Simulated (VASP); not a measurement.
**Sb: single point with LDA**

Sb:

```
Sb
1.0
     0.00000    3.26920    3.26920
     3.26920    0.00000    3.26920
     3.26920    3.26920    0.00000
Sb
2
Direct
  0.12500 0.12500 0.12500
  0.87500 0.87500 0.87500
```

This cell differs from its parent crystal: volume scaled by 0.88.

* Program: VASP 6.6.1
* Task: single point
* Functional: LDA
* Potentials or basis: VASP PAW LDA potentials, release 64 (Sb)
* Cutoff: 520 eV
* k mesh: 9 × 9 × 9
* Occupations: fermi-dirac, width 0.1 eV
* Spin: no spin polarisation

```
Pressure               : 6.3 GPa
Band gap on the k mesh : zero (band 5 reaches 6.41 eV, above the bottom of band 6 at 5.09 eV)
```

Levels at points of the mesh, in eV from the Fermi level:
```tsv
k point	band 2	band 3	band 4	band 5	band 6	band 7	band 8	band 9
(0.00, 0.00, 0.00)	-4.45	-2.05	-2.05	-2.05	0.42	0.42	0.42	3.85
```

Run time: 34 s on 1 thread of Intel Xeon 8259CL, on a shared host, peak memory 0.17 GiB.

Caveat: spin-orbit coupling is left out, which moves the levels of the heavy elements.
